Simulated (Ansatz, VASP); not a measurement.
## One calculation of Ti3SiO8, two programs

```
Ti O Si
1.0
     3.17026   -3.17875    0.00000
     3.17026    3.17875    0.00000
     0.00000    0.00000    5.78671
Ti O Si
3 8 1
Direct
  0.50000 0.50000 0.25599
  0.00000 0.00000 0.00000
  0.50000 0.50000 0.74401
  0.18781 0.18781 0.27044
  0.81219 0.81219 0.27044
  0.69508 0.30492 0.00000
  0.30492 0.69508 0.00000
  0.18781 0.18781 0.72956
  0.81219 0.81219 0.72956
  0.70955 0.29045 0.50000
  0.29045 0.70955 0.50000
  0.00000 0.00000 0.50000
```

Alike in both runs: task single point; functional PBE; k mesh 6 × 6 × 4; occupations fermi-dirac, width 0.02 eV; no spin polarisation.

|  | VASP | Ansatz |
| --- | --- | --- |
| version | VASP 6.6.1 | Ansatz 0.2.0 |
| potentials or method | VASP PAW PBE potentials, release 64 (Ti_sv, O, Si) | plane waves, PAW |
| plane-wave cutoff (eV) | 520 | 420 |
| valence electrons in the cell | 88 | 88 |

```tsv
	VASP	Ansatz	Ansatz less VASP
gap on the k mesh at the Fermi level (eV)	1.58	1.61	+0.025
pressure (GPa)	6.7	6.1	-0.59
rms of the force components (eV/Å)	0.043	0.041	-0.0024
```
